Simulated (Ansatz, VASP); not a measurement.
Given: the input of a run of Ansatz 0.2.0 on SnSe.

The input input.yaml:

```yaml
crystal:
  lattice:
    - [11.42, 0.0, 0.0]
    - [0.0, 4.19, 0.0]
    - [0.0, 0.0, 4.46]
  atoms:
    - { symbol: Sn, position: [0.877, 0.75, 0.909] }
    - { symbol: Sn, position: [0.623, 0.25, 0.409] }
    - { symbol: Sn, position: [0.377, 0.75, 0.591] }
    - { symbol: Sn, position: [0.123, 0.25, 0.091] }
    - { symbol: Se, position: [0.643, 0.75, 0.984] }
    - { symbol: Se, position: [0.857, 0.25, 0.484] }
    - { symbol: Se, position: [0.143, 0.75, 0.516] }
    - { symbol: Se, position: [0.357, 0.25, 0.016] }
hamiltonian:
  xc: pbe
  pseudopotentials: { kind: paw }
  dispersion: d4
kpoints:
  mp_grid: { grid: [3, 6, 6] }
scf:
  occupations: { method: fermi_dirac, width: 0.05 }
output:
  forces: true
  stress: true
relax:
  f_tol: 0.01
  max_steps: 40
  cell: { stress_tol: 0.05 }
```

Potentials or basis: Ansatz PAW.

Launch:

```console
$ ansatz run input.yaml --threads 4 --pin off --max-ram 11264MiB --backend cpu --events-out ev --progress --plain --runs-dir out
```

**Question.** Translate it to VASP 6.6.1. Potentials there: VASP PAW PBE potentials, release 64 (Sn_d, Se).

**Answer.** As run (the cutoff follows the program's own potentials):

File INCAR:

```
PREC = Accurate
ENCUT = 500
EDIFF = 1E-7
ISMEAR = -1
SIGMA = 0.05
LREAL = False
LASPH = True
NELM = 120
ALGO = Normal
ISIF = 3
LWAVE = False
LCHARG = False
GGA = PE
IVDW = 13
IBRION = 2
NSW = 60
EDIFFG = -0.01
GGA_COMPAT = False
NELMIN = 4
```

File KPOINTS:

```
Automatic mesh
0
Gamma
  3 6 6
```

File POSCAR:

```
SnSe
1.0
   11.4200000000      0.0000000000      0.0000000000
    0.0000000000      4.1900000000      0.0000000000
    0.0000000000      0.0000000000      4.4600000000
Sn Se
4 4
Direct
    0.8770000000      0.7500000000      0.9090000000
    0.6230000000      0.2500000000      0.4090000000
    0.3770000000      0.7500000000      0.5910000000
    0.1230000000      0.2500000000      0.0910000000
    0.6430000000      0.7500000000      0.9840000000
    0.8570000000      0.2500000000      0.4840000000
    0.1430000000      0.7500000000      0.5160000000
    0.3570000000      0.2500000000      0.0160000000
```

Potentials or basis: VASP PAW PBE potentials, release 64 (Sn_d, Se).

The run is started by

```console
$ cat potpaw_PBE.64/Sn_d/POTCAR potpaw_PBE.64/Se/POTCAR > POTCAR
$ mpirun -np 1 vasp_std > vasp.out
```

Both were run:

|  | VASP | Ansatz | Ansatz less VASP |
| --- | --- | --- | --- |
| relaxed volume (Å³/atom) | 27.89 | 27.89 | -0.005 |
| relaxed cell length with the largest relative difference (Å) | 4.199 | 4.195 | -0.0043 |

VASP's potentials hold 80 valence electrons a cell and Ansatz's 120, so a difference there can come from the potentials and not from the codes.

Noted on Ansatz's run: odd divisions of the mesh miss points on the zone boundary, where band edges often lie, so the gap on the mesh can be too wide; the plane-wave basis is chosen anew once the cell has moved, so the energies of steps on either side of that aren't comparable.
